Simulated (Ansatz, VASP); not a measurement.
## Li2S: VASP beside Ansatz

```
Li S
1.0
     0.00000    2.84529    2.84529
     2.84529    0.00000    2.84529
     2.84529    2.84529    0.00000
Li S
2 1
Direct
  0.25000 0.25000 0.25000
  0.75000 0.75000 0.75000
  0.00000 0.00000 0.00000
```

Alike in both runs: task single point; functional PBE; k mesh 6 × 6 × 6; occupations gaussian, width 0.2 eV; no spin polarisation.

|  | VASP | Ansatz |
| --- | --- | --- |
| version | VASP 6.6.1 | Ansatz 0.2.0 |
| potentials or method | VASP PAW PBE potentials, release 64 (Li_sv, S) | plane waves |
| plane-wave cutoff (eV) | 750 | 420 |
| valence electrons in the cell | 12 | 12 |

|  | VASP | Ansatz | Ansatz less VASP |
| --- | --- | --- | --- |
| gap on the k mesh at the Fermi level (eV) | 3.39 | 3.39 | +0.001 |
| pressure (GPa) | 0.2 | 0.3 | +0.13 |
